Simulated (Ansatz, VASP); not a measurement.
MgZr2H6: VASP beside Ansatz

INCAR

```
PREC     = Accurate       # precision mode
ENCUT    = 520            # plane-wave cutoff, eV
EDIFF    = 1E-6           # SCF threshold, eV
ISMEAR   = 0              # smearing method
SIGMA    = 0.1            # smearing width, eV
LREAL    = F              # projectors in reciprocal space
LASPH    = T              # aspherical terms in the spheres
NELM     = 60             # most SCF steps
ALGO     = Normal         # electronic algorithm
ISIF     = 2              # what is computed and relaxed
LWAVE    = F              # write WAVECAR
LCHARG   = T              # write CHGCAR
GGA      = PE             # functional
LELF     = T              # ELF
LVHAR    = T            
NBANDS   = 26             # bands
```

KPOINTS

```
Automatic mesh
0
Gamma
  3 3 4
```

The input POSCAR:

```
MgZr2H6
1.0
    6.2327391500      0.0000000000      0.0000000000
   -3.1163695700      5.3977104400      0.0000000000
    0.0000000000      0.0000000000      5.2355008900
Mg Zr H
1 2 6
Direct
    0.0000000000      0.0000000000      0.5000000000
    0.3333333300      0.6666666700      0.7500000000
    0.6666666700      0.3333333300      0.2500000000
    0.8333333300      0.6666666700      0.7500000000
    0.3333333300      0.1666666700      0.7500000000
    0.8333333300      0.1666666700      0.7500000000
    0.1666666700      0.3333333300      0.2500000000
    0.6666666700      0.8333333300      0.2500000000
    0.1666666700      0.8333333300      0.2500000000
```

Input for Ansatz:

```yaml
crystal:
  lattice:
    - [6.23273915, 0.0, 0.0]
    - [-3.11636957, 5.39771044, 0.0]
    - [0.0, 0.0, 5.23550089]
  atoms:
    - { symbol: Mg, position: [0.0, 0.0, 0.5] }
    - { symbol: Zr, position: [0.33333333, 0.66666667, 0.75] }
    - { symbol: Zr, position: [0.66666667, 0.33333333, 0.25] }
    - { symbol: H, position: [0.83333333, 0.66666667, 0.75] }
    - { symbol: H, position: [0.33333333, 0.16666667, 0.75] }
    - { symbol: H, position: [0.83333333, 0.16666667, 0.75] }
    - { symbol: H, position: [0.16666667, 0.33333333, 0.25] }
    - { symbol: H, position: [0.66666667, 0.83333333, 0.25] }
    - { symbol: H, position: [0.16666667, 0.83333333, 0.25] }
basis:
  ecutwfc: 420
kpoints:
  mp_grid: { grid: [3, 3, 4] }
hamiltonian:
  xc: pbe
scf:
  occupations: { method: gaussian, width: 0.1 }
  lower_state_search: "off"
output:
  forces: true
  stress: true
  eigenvalues: true
```

Alike in both runs: task single point; functional PBE; k mesh 3 × 3 × 4; occupations gaussian, width 0.1 eV; no spin polarisation.

```csv
,VASP,Ansatz
version,VASP 6.6.1,Ansatz 0.2.0
potentials or method,"VASP PAW PBE potentials, release 64 (Mg, Zr_sv, H), cutoff 520 eV","scalar-relativistic, plane waves, PAW"
valence electrons in the cell,32,40
```

Ansatz gave:

| Quantity | Value |
| --- | --- |
| gap on the k mesh at the Fermi level (eV) | none |
| pressure (GPa) | -15.9 |
| traceless stress, the component that is largest in VASP (GPa) | 0.65 |
| rms of the force components (eV/Å) | 0.136 |

Task: Estimate VASP's values.

Result: gap on the k mesh at the Fermi level (eV): none; pressure (GPa): -16.0; traceless stress, the component that is largest in VASP (GPa): 0.65; rms of the force components (eV/Å): 0.136.

Atom by atom the forces differ by 0.002 eV/Å (rms over components). A gap of «none» marks a metal or a gap that the smearing closes. VASP's potentials hold 32 valence electrons a cell and Ansatz's 40, so a difference there can come from the potentials and not from the codes.

The k mesh is coarse, so the values compare programs but aren't converged.
